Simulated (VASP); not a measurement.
# Rb (Im-3m) in VASP: a series of runs

Runs on Rb. Level: LDA. Tasks: single point.

Program: VASP 6.6.1. These are calculated values, not measurements. Logs are shortened: lines on timing, memory, paths and dates and some standing lists are left out, and cuts for length are marked.

**1. The cell of the first run**

It takes space group Im-3m (No. 229, cubic). Conventional cell: a = 5.372 Å, b = 5.372 Å, c = 5.372 Å, α = 90.00°, β = 90.00°, γ = 90.00°.

**2. Single point, LDA**

Contents of INCAR:

```
SYSTEM = Rb
PREC = Accurate ; ENCUT = 520
EDIFF = 1E-7 ; ISMEAR = -1
SIGMA = 0.1 ; LREAL = .FALSE.
LASPH = .TRUE. ; NELM = 80
ALGO = Normal ; ISIF = 2
LWAVE = .FALSE. ; LCHARG = .FALSE.
GGA = CA ; NBANDS = 10
```

Contents of KPOINTS:

```
Automatic mesh
0
G
  8 8 8
  0 0 0
```

Contents of POSCAR:

```
Rb
1.0
   -2.6859640533      2.6859640533      2.6859640533
    2.6859640533     -2.6859640533      2.6859640533
    2.6859640533      2.6859640533     -2.6859640533
Rb
1
Direct
    0.0000000000      0.0000000000      0.0000000000
```

Potentials or basis: VASP PAW LDA potentials, release 64 (Rb_sv).

Launch:

```sh
> cat potpaw_LDA.64/Rb_sv/POTCAR > POTCAR
> mpirun -np 1 vasp_std > vasp.out
```

OUTCAR:

```text
SYSTEM = Rb
   PREC = Accurate
   ENCUT = 520
   EDIFF = 1E-7
   ISMEAR = -1
   LREAL = .FALSE.
   LASPH = .TRUE.
   NELM = 80
   ISIF = 2
   GGA = CA

 ion  position               nearest neighbor table
   1  0.000  0.000  0.000-

  LATTYP: Found a body centered cubic cell.
 ALAT       =     5.3719281066

  Lattice vectors:

 A1 = (  -2.6859640533,   2.6859640533,   2.6859640533)
 A2 = (   2.6859640533,  -2.6859640533,   2.6859640533)
 A3 = (   2.6859640533,   2.6859640533,  -2.6859640533)

Analysis of symmetry for initial positions (statically):
=====================================================================
 Subroutine PRICEL returns:
 Original cell was already a primitive cell.

 Routine SETGRP: Setting up the symmetry group for a
 body centered cubic supercell.

 Subroutine GETGRP returns: Found 48 space group operations
 (whereof 48 operations were pure point group operations)
 out of a pool of 48 trial point group operations.

The static configuration has the point symmetry O_h .

Analysis of symmetry for dynamics (positions and initial velocities):
=====================================================================
 Subroutine PRICEL returns:
 Original cell was already a primitive cell.

 Routine SETGRP: Setting up the symmetry group for a
 body centered cubic supercell.

 Subroutine GETGRP returns: Found 48 space group operations
 (whereof 48 operations were pure point group operations)
 out of a pool of 48 trial point group operations.

The dynamic configuration has the point symmetry O_h .

 Subroutine INISYM returns: Found 48 space group operations
 (whereof 48 operations are pure point group operations),
 and found     1 'primitive' translations

----------------------------------------------------------------------------------------

                                     Primitive cell

  volume of cell :      77.5105

  direct lattice vectors                    reciprocal lattice vectors
    -2.685964053  2.685964053  2.685964053     0.000000000  0.186152901  0.186152901
     2.685964053 -2.685964053  2.685964053     0.186152901  0.000000000  0.186152901
     2.685964053  2.685964053 -2.685964053     0.186152901  0.186152901  0.000000000

  length of vectors
     4.652226208  4.652226208  4.652226208     0.263259957  0.263259957  0.263259957

  position of ions in fractional coordinates (direct lattice)
     0.000000000  0.000000000  0.000000000

  ion indices of the primitive-cell ions
   primitive index   ion index
                 1           1

----------------------------------------------------------------------------------------

 KPOINTS: Automatic mesh

Automatic generation of k-mesh.
 Grid dimensions read from file:
 generate k-points for:    8    8    8

 Generating k-lattice:

  Cartesian coordinates                     Fractional coordinates (reciprocal lattice)
     0.000000000  0.023269113  0.023269113     0.125000000  0.000000000  0.000000000
     0.023269113  0.000000000  0.023269113     0.000000000  0.125000000  0.000000000
     0.023269113  0.023269113  0.000000000     0.000000000  0.000000000  0.125000000

  Length of vectors
     0.032907495  0.032907495  0.032907495

  Shift w.r.t. Gamma in fractional coordinates (k-lattice)
     0.000000000  0.000000000  0.000000000

 Subroutine IBZKPT returns following result:
 ===========================================

 Found     29 irreducible k-points:

 Following reciprocal coordinates:
            Coordinates               Weight
  0.000000  0.000000  0.000000      1.000000
  0.125000  0.000000  0.000000     12.000000
  0.250000  0.000000  0.000000     12.000000
  0.375000  0.000000  0.000000     12.000000
  0.500000  0.000000  0.000000      6.000000
  0.125000  0.125000  0.000000     24.000000
[... 16 lines left out ...]
 -0.250000  0.250000  0.250000      6.000000
 -0.375000  0.375000  0.250000     24.000000
 [... further k-points ...]
   k-points           NKPTS =     29   k-points in BZ     NKDIM =     29   number of bands    NBANDS=     10
   number of dos      NEDOS =    301   number of ions     NIONS =      1
   total plane-waves  NPLWV =  46656
   dimension x,y,z NGX =    36 NGY =   36 NGZ =   36
   dimension x,y,z NGXF=    72 NGYF=   72 NGZF=   72
   ions per type =               1
   NGX,Y,Z   is equivalent  to a cutoff of  12.86, 12.86, 12.86 a.u.
   NGXF,Y,Z  is equivalent  to a cutoff of  25.73, 25.73, 25.73 a.u.
 SYSTEM =  Rb
   PREC   = accura    normal or accurate (medium, high low for compatibility)
   ISTART =      0    job   : 0-new  1-cont  2-samecut
   ICHARG =      2    charge: 1-file 2-atom 10-const
   ISPIN  =      1    spin polarized calculation?
   LNONCOLLINEAR =      F non collinear calculations
   LSORBIT =      F    spin-orbit coupling
   LASPH  =      T    aspherical Exc in radial PAW
   ENCUT  =  520.0 eV  38.22 Ry    6.18 a.u.   8.65  8.65  8.65*2*pi/ulx,y,z
   NELM   =     80;   NELMIN=  2; NELMDL= -5     # of ELM steps
   EDIFF  = 0.1E-06   stopping-criterion for ELM
   LREAL  =      F    real-space projection
   EDIFFG = 0.1E-05   stopping-criterion for IOM
   NSW    =      0    number of steps for IOM
   IBRION =     -1    ionic relax: 0-MD 1-quasi-New 2-CG
   NFREE  =      0    steps in history (QN), initial steepest desc. (CG)
   ISIF   =      2    stress and relaxation
   ISYM   =      2    0-nonsym 1-usesym 2-fastsym
   POTIM  = 0.5000    time-step for ionic-motion
   TEBEG  =    0.0;   TEEND  =   0.0 temperature during run
   PSTRESS=    0.0 pullay stress
   NELECT =       9.0000    total number of electrons
   NUPDOWN=      -1.0000    fix difference up-down
   EMIN   =  10.00;   EMAX   =-10.00  energy-range for DOS
   EFERMI =   0.00;   METHOD = LEGACY
   ISMEAR =    -1;   SIGMA  =   0.10  broadening in eV -4-tet -1-fermi 0-gaus
   EFERMI_NEDOS =   21; number of points for ismear=-14 and -15
   IALGO  =     38    algorithm
   IMIX   =      4    mixing-type and parameters
     AMIX     =   0.40;   BMIX     =  1.00
     AMIX_MAG =   1.60;   BMIX_MAG =  1.00
  volume/ion in A,a.u.               =      77.51       523.07
  Fermi-wavevector in a.u.,A,eV,Ry     =   0.798673  1.509272  8.678857  0.637878
  Thomas-Fermi vector in A             =   1.905629
   LORBIT       =      0    0 simple, 1 ext, 2 COOP (PROOUT), +10 PAW based schemes
   GGA     = CA    functional components
   LHFCALC =     F    Hartree Fock is set to
   AEXX    =    0.0000 exact exchange contribution
   IVDW    =     0    specifies the selected vdW correction
   LEPSILON=     F    determine dielectric tensor
   LRPA    =     F    only Hartree local field effects (RPA)
 non-spin polarized calculation
  energy-cutoff  :      520.00
  volume of cell :       77.51
 maximum number of plane-waves:      2112
   NGX = 17   NGY = 17   NGZ = 17

 number of electron       9.0000000 magnetization

 Free energy of the ion-electron system (eV)
  ---------------------------------------------------
  ext. energy  EPLUGINS =         0.00000000
  ---------------------------------------------------
  free energy    TOTEN  =        -1.07220225 eV

  energy without entropy =       -1.03912724  energy(sigma->0) =       -1.05566475

 E-fermi :   0.1660     XC(G=0):  -6.1023

 val. band max:        0.1596670078   @ k =   0.2500   0.2500   0.0000
 cond. band min:       0.2290241196   @ k =   0.3750   0.1250   0.0000
 fundamental gap:      0.0693571118
 Fermi energy:         0.1659653164

 k-point     1 :       0.0000    0.0000    0.0000
  band No.  band energies     occupation
      1     -28.5522      2.00000
      2     -12.6305      2.00000
      3     -12.6305      2.00000
      4     -12.6305      2.00000
      5      -2.0404      2.00000
      6       3.8838      0.00000
      7       3.8838      0.00000
      8       3.8838      0.00000
      9       4.9835      0.00000
     10       4.9835      0.00000

 k-point     2 :       0.1250    0.0000    0.0000
  band No.  band energies     occupation
      1     -28.5508      2.00000
      2     -12.6564      2.00000
      3     -12.6387      2.00000
      4     -12.6305      2.00000
      5      -1.8257      2.00000
      6       3.5789      0.00000
      7       3.6314      0.00000
      8       4.0910      0.00000
      9       4.6996      0.00000
     10       4.9293      0.00000

 k-point     3 :       0.2500    0.0000    0.0000
  band No.  band energies     occupation
      1     -28.5475      2.00000
      2     -12.7175      2.00000
      3     -12.6583      2.00000
      4     -12.6307      2.00000
      5      -1.2224      2.00000
      6       2.6876      0.00000
      7       3.1746      0.00000
      8       4.6976      0.00000
      9       4.7793      0.00000
     10       4.9315      0.00000

 k-point     4 :       0.3750    0.0000    0.0000
  band No.  band energies     occupation
      1     -28.5442      2.00000
      2     -12.7769      2.00000
      3     -12.6779      2.00000
      4     -12.6309      2.00000
      5      -0.3600      1.98966
      6       1.7760      0.00000
      7       2.8298      0.00000
      8       4.8142      0.00000
      9       5.1766      0.00000
     10       5.6579      0.00000
[... 222 lines left out ...]
 k-point    22 :       0.2500    0.2500    0.2500
  band No.  band energies     occupation
      1     -28.5423      2.00000
      2     -12.7142      2.00000
      3     -12.7142      2.00000
      4     -12.7142      2.00000
      5       1.5350      0.00000
      6       1.5350      0.00000
      7       1.5350      0.00000
      8       3.1119      0.00000
      9       5.7571      0.00000
     10       5.7571      0.00000

 k-point    23 :      -0.2500    0.2500    0.2500
  band No.  band energies     occupation
      1     -28.5433      2.00000
      2     -12.7205      2.00000
      3     -12.6885      2.00000
      4     -12.6885      2.00000
      5      -0.4792      1.99685
      6       2.4972      0.00000
      7       3.3396      0.00000
      8       3.3396      0.00000
      9       4.8756      0.00000
     10       4.9114      0.00000

 k-point    24 :      -0.3750    0.3750    0.2500
  band No.  band energies     occupation
      1     -28.5404      2.00000
      2     -12.7572      2.00000
      3     -12.7096      2.00000
      4     -12.6934      2.00000
      5       0.3022      0.40776
      6       1.8478      0.00000
      7       3.2586      0.00000
      8       3.2759      0.00000
      9       4.4301      0.00000
     10       5.5989      0.00000

 [... further k-points ...]
[... 5 lines left out ...]
  --------------------------------------------------------------------------------------
  -------------------------------------------------------------------------------------
  Total        0.0056878      0.0056878      0.0056878      0.0000000      0.0000000     -0.0000000
  in kB        0.1175697      0.1175697      0.1175697      0.0000000      0.0000000     -0.0000000
  external PRESSURE =       0.1175697 kB  Pullay stress =       0.0000000 kB

 VOLUME and BASIS-vectors are now :
 -----------------------------------------------------------------------------
  energy-cutoff  :      520.00
  volume of cell :       77.51
      direct lattice vectors                 reciprocal lattice vectors
    -2.685964053  2.685964053  2.685964053     0.000000000  0.186152901  0.186152901
     2.685964053 -2.685964053  2.685964053     0.186152901  0.000000000  0.186152901
     2.685964053  2.685964053 -2.685964053     0.186152901  0.186152901  0.000000000

 POSITION                                       TOTAL-FORCE (eV/Angst)
 -----------------------------------------------------------------------------------
      0.00000      0.00000      0.00000        -0.000000      0.000000     -0.000000
 -----------------------------------------------------------------------------------
    total drift:                               -0.000000      0.000000      0.000000

  FREE ENERGIE OF THE ION-ELECTRON SYSTEM (eV)
  ---------------------------------------------------
  free  energy   TOTEN  =        -1.0722022493 eV

  energy  without entropy=       -1.0391272415  energy(sigma->0) =       -1.05566475
```

Wall time 22 s (1 thread of Intel Xeon 6975P-C, shared host); peak memory 0.17 GiB.

What came out:

```
Free energy : -1.0722 eV
Pressure    : 0.0 GPa
```

**3. Single point, LDA**

Contents of INCAR:

```
SYSTEM = Rb
PREC     = Accurate       ! precision mode
ENCUT    = 520            ! plane-wave cutoff, eV
EDIFF    = 1E-7           ! SCF threshold, eV
ISMEAR   = -1             ! smearing method
SIGMA    = 0.1            ! smearing width, eV
LREAL    = .FALSE.        ! projectors in reciprocal space
LASPH    = .TRUE.         ! aspherical terms in the spheres
NELM     = 80             ! most SCF steps
ALGO     = Normal         ! electronic algorithm
ISIF     = 2              ! what is computed and relaxed
LWAVE    = .FALSE.        ! write WAVECAR
LCHARG   = .FALSE.        ! write CHGCAR
NBANDS   = 10             ! bands
```

KPOINTS is that of step 2.

POSCAR is that of step 2.

Potentials or basis: VASP PAW LDA potentials, release 64 (Rb_sv).

Launch:

```sh
> cat potpaw_LDA.64/Rb_sv/POTCAR > POTCAR
> mpirun -np 1 vasp_std > vasp.out
```

It took 18 s on 1 thread of Intel Xeon 6975P-C, shared host; peak memory 0.17 GiB.

The run converged. Its results:

- Free energy: -1.0722 eV
- Pressure: 0.0 GPa

Levels at points of the mesh, in eV from the Fermi level:
```
           k point  band 1  band 2  band 3  band 4  band 5  band 6  band 7  band 8
(0.00, 0.00, 0.00)  -28.72  -12.80  -12.80  -12.80   -2.21    3.72    3.72    3.72
(0.50, 0.00, 0.00)  -28.71  -12.97  -12.85  -12.80    0.16    0.97    2.54    4.49
(0.50, 0.50, 0.50)  -28.70  -12.92  -12.92  -12.92    1.15    1.15    3.69    3.69
```

**4. Single point, LDA**

Contents of INCAR:

```
PREC = Accurate ; ENCUT = 520
EDIFF = 1E-6 ; ISMEAR = -1
SIGMA = 0.01 ; LREAL = False
LASPH = True ; NELM = 100
ALGO = Normal ; ISIF = 2
LWAVE = False ; LCHARG = False
GGA = CA ; NBANDS = 10
```

Contents of KPOINTS:

```
Automatic mesh
0
Gamma
  8 8 8
```

POSCAR is that of step 3.

Launch:

```sh
> cat potpaw_LDA.64/Rb_sv/POTCAR > POTCAR
> mpirun -np 1 vasp_std > vasp.out
```

Run time: 20 s. Hardware: 1 thread of Intel Xeon 6975P-C, shared host; peak memory 0.17 GiB.

Results (log left out):

```yaml
Free_energy: -1.0518 eV
Pressure: 0.0 GPa
```

Levels at points of the mesh, in eV from the Fermi level:
```tsv
k point	band 1	band 2	band 3	band 4	band 5	band 6	band 7	band 8
(0.00, 0.00, 0.00)	-28.76	-12.84	-12.84	-12.84	-2.25	3.67	3.67	3.67
(0.50, 0.00, 0.00)	-28.75	-13.01	-12.90	-12.84	0.11	0.93	2.49	4.45
(0.50, 0.50, 0.50)	-28.75	-12.96	-12.96	-12.96	1.10	1.10	3.64	3.64
```

(Continued in part 2 of 2.)
